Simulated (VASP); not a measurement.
Set up this calculation in VASP 6.6.1, as the native input.

```yaml
Task: single point
Functional: PBE
Potentials_or_basis: VASP PAW PBE potentials, release 64 (Zn, H)
Cutoff: 520 eV
k_mesh: 6 × 6 × 4
Occupations: gaussian, width 0.1 eV
Spin: no spin polarisation
Dipole_correction: no
Further_INCAR_settings: ALGO = Normal; EDIFF = 1e-06; NBANDS = 28
```

The structure of ZnH lies in POSCAR:

```
ZnH
1.0
    3.2200897800      0.0000000000      0.0000000000
    0.0000000000      3.2200897800      0.0000000000
    0.0000000000      0.0000000000      6.8689605700
Zn H
3 3
Direct
    0.5000000000      0.5000000000      0.5000000000
    0.5000000000      0.5000000000      0.7362364000
    0.5000000000      0.5000000000      0.2637636000
    0.0000000000      0.0000000000      0.8232676000
    0.0000000000      0.0000000000      0.1767324000
    0.0000000000      0.0000000000      0.0000000000
```

These files were run (other wordings do the same):

INCAR

```
SYSTEM = ZnH
PREC = Accurate
ENCUT = 520
EDIFF = 1E-6
ISMEAR = 0
SIGMA = 0.1
LREAL = .FALSE.
LASPH = .TRUE.
NELM = 60
ALGO = Normal
ISIF = 2
LWAVE = .FALSE.
LCHARG = .TRUE.
GGA = PE
LELF = .TRUE.
LVHAR = .TRUE.
NBANDS = 28
```

KPOINTS

```
Automatic mesh
0
G
  6 6 4
  0 0 0
```

Potentials or basis: VASP PAW PBE potentials, release 64 (Zn, H).

Command:

```bash
$ cat potpaw_PBE.64/Zn/POTCAR potpaw_PBE.64/H/POTCAR > POTCAR
$ mpirun -np 1 vasp_std > vasp.out
```

Results of the run:

```json
{"Pressure": "60.6 GPa", "Largest force": "26.785 eV/Å"}
```

Caveat: forces of over 1 eV/Å act on the atoms, so gaps and moduli don't describe the material at rest.

Wall time 30 s on 1 thread of Intel Xeon 6975P-C, on a shared host, peak memory 0.2 GiB.
